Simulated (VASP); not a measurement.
# SiC (F-43m) in VASP: notebook

SiC is run at these levels: PBE; tasks: vibrations by perturbation theory, elastic constants.

All numbers are computed with VASP 6.6.1; they aren't measurements. Logs are shortened: lines on timing, memory, paths and dates and some standing lists are left out, and cuts for length are marked.

## 1. The cell of the first run

Symmetry: F-43m, No. 216, cubic system. The conventional cell has a = 4.380 Å, b = 4.380 Å, c = 4.380 Å, α = 90.00°, β = 90.00°, γ = 90.00°. Within 2.5 Å of Si (site symmetry -43m) lie 4 C at 1.90 Å. C (site symmetry -43m) has 4 Si at 1.90 Å within 2.5 Å.

## 2. Vibrations by perturbation theory, PBE

The input, INCAR:

```
SYSTEM = SiC
  ALGO = Normal
  EDIFF = 1E-8
  ENCUT = 520
  GGA = PE
  IBRION = 8
  ISIF = 2
  ISMEAR = 0
  LASPH = .True.
  LCHARG = .False.
  LEPSILON = .True.
  LREAL = .False.
  LWAVE = .False.
  NBANDS = 11
  NELM = 100
  NSW = 1
  PREC = Accurate
  SIGMA = 0.01
```

The input, KPOINTS:

```
k-points
0
Gamma
  10 10 10
  0 0 0
```

The input, POSCAR:

```
SiC
1.0
    0.0000000000      2.1898675892      2.1898675892
    2.1898675892      0.0000000000      2.1898675892
    2.1898675892      2.1898675892      0.0000000000
Si C
1 1
Direct
    0.0000000000      0.0000000000      0.0000000000
    0.2500000000      0.2500000000      0.2500000000
```

Potentials or basis: VASP PAW PBE potentials, release 64 (Si, C).

Command:

```
cat potpaw_PBE.64/Si/POTCAR potpaw_PBE.64/C/POTCAR > POTCAR
mpirun -np 1 vasp_std > vasp.out
```

OUTCAR:

```text
SYSTEM = SiC
   EDIFF = 1E-8
   ENCUT = 520
   GGA = PE
   IBRION = 8
   ISIF = 2
   ISMEAR = 0
   LASPH = .True.
   LEPSILON = .True.
   LREAL = .False.
   NELM = 100
   NSW = 1
   PREC = Accurate

 ion  position               nearest neighbor table
   1  0.000  0.000  0.000-   2 1.90   2 1.90   2 1.90   2 1.90
   2  0.250  0.250  0.250-   1 1.90   1 1.90   1 1.90   1 1.90

  LATTYP: Found a face centered cubic cell.
 ALAT       =     4.3797351784

  Lattice vectors:

 A1 = (   0.0000000000,   2.1898675892,   2.1898675892)
 A2 = (   2.1898675892,   0.0000000000,   2.1898675892)
 A3 = (   2.1898675892,   2.1898675892,   0.0000000000)

Analysis of symmetry for initial positions (statically):
=====================================================================
 Subroutine PRICEL returns:
 Original cell was already a primitive cell.

 Routine SETGRP: Setting up the symmetry group for a
 face centered cubic supercell.

 Subroutine GETGRP returns: Found 24 space group operations
 (whereof 24 operations were pure point group operations)
 out of a pool of 48 trial point group operations.

The static configuration has the point symmetry T_d .

Analysis of symmetry for dynamics (positions and initial velocities):
=====================================================================
 Subroutine PRICEL returns:
 Original cell was already a primitive cell.

 Routine SETGRP: Setting up the symmetry group for a
 face centered cubic supercell.

 Subroutine GETGRP returns: Found 24 space group operations
 (whereof 24 operations were pure point group operations)
 out of a pool of 48 trial point group operations.

The dynamic configuration has the point symmetry T_d .

 Subroutine INISYM returns: Found 24 space group operations
 (whereof 24 operations are pure point group operations),
 and found     1 'primitive' translations

[... 568 lines left out ...]
     0.00000 -7.50886  0.00335

 MACROSCOPIC STATIC DIELECTRIC TENSOR (including local field effects in DFT)
 ------------------------------------------------------
           7.040153     0.000000    -0.000000
           0.000000     7.040153     0.000000
           0.000000     0.000000     7.040153
 ------------------------------------------------------

 PIEZOELECTRIC TENSOR (including local field effects)  for field in x, y, z        (e  Angst)
          XX          YY          ZZ          XY          YZ          ZX
  --------------------------------------------------------------------------------
  x    -0.00000    -0.00000    -0.00000     0.00000    -1.28803     0.00000
  y     0.00000     0.00000    -0.00000     0.00000     0.00000    -1.28803
  z     0.00000    -0.00000     0.00000    -1.28803     0.00000     0.00000

 PIEZOELECTRIC TENSOR (including local field effects)  for field in x, y, z        (C/m^2)
          XX          YY          ZZ          XY          YZ          ZX
  --------------------------------------------------------------------------------
  x    -0.00000    -0.00000    -0.00000     0.00000    -0.98254     0.00000
  y     0.00000     0.00000    -0.00000     0.00000     0.00000    -0.98254
  z     0.00000    -0.00000     0.00000    -0.98254     0.00000     0.00000

 BORN EFFECTIVE CHARGES (including local field effects) (in |e|, cummulative output)
 ---------------------------------------------------------------------------------
 ion    1
    1     2.68456     0.00000    -0.00000
    2    -0.00000     2.68456    -0.00000
    3     0.00000    -0.00000     2.68456
 ion    2
    1    -2.68456    -0.00000     0.00000
    2     0.00000    -2.68456     0.00000
    3     0.00000     0.00000    -2.68456

 INTERNAL STRAIN TENSOR FOR ION    2 for displacements in x,y,z  (eV/Angst):
          X           Y           Z          XY          YZ          ZX
  --------------------------------------------------------------------------------
  x     0.00000     0.00000     0.00000     0.00000    -7.50886     0.00000
  y     0.00000     0.00000     0.00000     0.00000     0.00000    -7.50886
  z     0.00000     0.00000     0.00000    -7.50886     0.00000     0.00000

 SECOND DERIVATIVES (NOT SYMMETRIZED)
 ------------------------------------
               1X          1Y          1Z          2X          2Y          2Z
  1X   -18.569957    0.000000    0.000000   18.569957    0.000000    0.000000
  1Y     0.000000  -18.569957    0.000000    0.000000   18.569957    0.000000
  1Z     0.000000    0.000000  -18.569957    0.000000    0.000000   18.569957
  2X    18.576514    0.000000    0.000000  -18.576514    0.000000    0.000000
  2Y     0.000000   18.576514    0.000000    0.000000  -18.576514    0.000000
  2Z     0.000000    0.000000   18.576514    0.000000    0.000000  -18.576514

 Eigenvectors and eigenvalues of the dynamical matrix
 ----------------------------------------------------

   1 f  =   23.229165 THz   145.953149 2PiTHz  774.841546 cm-1    96.068065 meV
             X         Y         Z           dx          dy          dz
      0.000000  0.000000  0.000000     0.000000    0.547249    0.000000
      1.094934  1.094934  1.094934    -0.000000   -0.836970    0.000000
[... 21 lines left out ...]
   6 f/i=    0.001878 THz     0.011800 2PiTHz    0.062645 cm-1     0.007767 meV
             X         Y         Z           dx          dy          dz
      0.000000  0.000000  0.000000     0.000000    0.000000    0.836970
      1.094934  1.094934  1.094934     0.000000    0.000000    0.547249

--------------------------------------------------------------------------------------------------------

 MACROSCOPIC STATIC DIELECTRIC TENSOR IONIC CONTRIBUTION
 ------------------------------------------------------
           3.343042     0.000000    -0.000000
           0.000000     3.343042    -0.000000
          -0.000000     0.000000     3.343042
 ------------------------------------------------------

 ELASTIC MODULI CONTR FROM IONIC RELAXATION (kBar)
 Direction    XX          YY          ZZ          XY          YZ          ZX
 --------------------------------------------------------------------------------
 XX           0.0000      0.0000      0.0000      0.0000      0.0000      0.0000
 YY           0.0000      0.0000      0.0000      0.0000      0.0000      0.0000
 ZZ           0.0000      0.0000      0.0000      0.0000      0.0000      0.0000
 XY           0.0000      0.0000      0.0000   -210.3700      0.0000      0.0000
 YZ           0.0000      0.0000      0.0000      0.0000   -210.3700     -0.0000
 ZX           0.0000      0.0000      0.0000     -0.0000     -0.0000   -210.3700
 --------------------------------------------------------------------------------

 PIEZOELECTRIC TENSOR IONIC CONTR  for field in x, y, z        (C/m^2)
          XX          YY          ZZ          XY          YZ          ZX
  --------------------------------------------------------------------------------
  x     0.00000     0.00000     0.00000    -0.00000     0.78911     0.00000
  y     0.00000     0.00000     0.00000     0.00000     0.00000     0.78911
  z     0.00000     0.00000     0.00000     0.78911    -0.00000    -0.00000
```

Wall time 4.5 min (1 thread of Intel Xeon 8259CL, shared host); peak memory 0.22 GiB.

What came out:

* Electronic dielectric tensor (diagonal): 7.04
* Born charges (mean of the diagonal): Si +2.68; C -2.68 e
* Highest phonon frequency at Γ, LO-TO splitting left out: 775 cm⁻¹

Phonon frequencies in cm⁻¹ (negative: imaginary):
```csv
q point,frequencies
"(0.000, 0.000, 0.000)",0 0 0 775 775 775
```

Electronic dielectric tensor:
```
7.04 0.00 0.00
0.00 7.04 0.00
0.00 0.00 7.04
```

Born effective charge tensors (e):
atom 1, Si
```
2.68 0.00 0.00
0.00 2.68 0.00
0.00 0.00 2.68
```
atom 2, C
```
-2.68  0.00  0.00
 0.00 -2.68  0.00
 0.00  0.00 -2.68
```

## 3. Elastic constants, PBE

The input, INCAR:

```
SYSTEM = SiC
  PREC = Accurate
  ENCUT = 600
  EDIFF = 1E-8
  ISMEAR = 0
  SIGMA = 0.01
  LREAL = .FALSE.
  LASPH = .TRUE.
  NELM = 100
  ALGO = Normal
  ISIF = 3
  LWAVE = .FALSE.
  LCHARG = .FALSE.
  GGA = PE
  NBANDS = 11
  IBRION = 6
  NFREE = 2
  POTIM = 0.015
  NSW = 1
```

The input, KPOINTS:

```
regular mesh
0
G
  10 10 10
  0 0 0
```

POSCAR is that of step 2.

Potentials or basis: VASP PAW PBE potentials, release 64 (Si, C).

Command:

```
cat potpaw_PBE.64/Si/POTCAR potpaw_PBE.64/C/POTCAR > POTCAR
mpirun -np 1 vasp_std > vasp.out
```

Wall time 19 min (1 thread of Intel Xeon 8259CL, shared host); peak memory 0.27 GiB.

It converged, with:

- Elastic constants C11, C12, C44: 382, 126, 240 GPa
- Voigt bulk modulus: 212 GPa
- Highest phonon frequency at Γ, LO-TO splitting left out: 775 cm⁻¹

Phonon frequencies in cm⁻¹ (negative: imaginary):
```tsv
q point	frequencies
(0.000, 0.000, 0.000)	0 0 0 775 775 775
```

Elastic tensor in Voigt notation (GPa, in the Cartesian axes of the cell as first typed):
```
382 126 126   0   0   0
126 382 126   0   0   0
126 126 382   0   0   0
  0   0   0 240   0   0
  0   0   0   0 240   0
  0   0   0   0   0 240
```

Clamped-ion elastic tensor (GPa):
```
382 126 126   0   0   0
126 382 126   0   0   0
126 126 382   0   0   0
  0   0   0 264   0   0
  0   0   0   0 264   0
  0   0   0   0   0 264
```
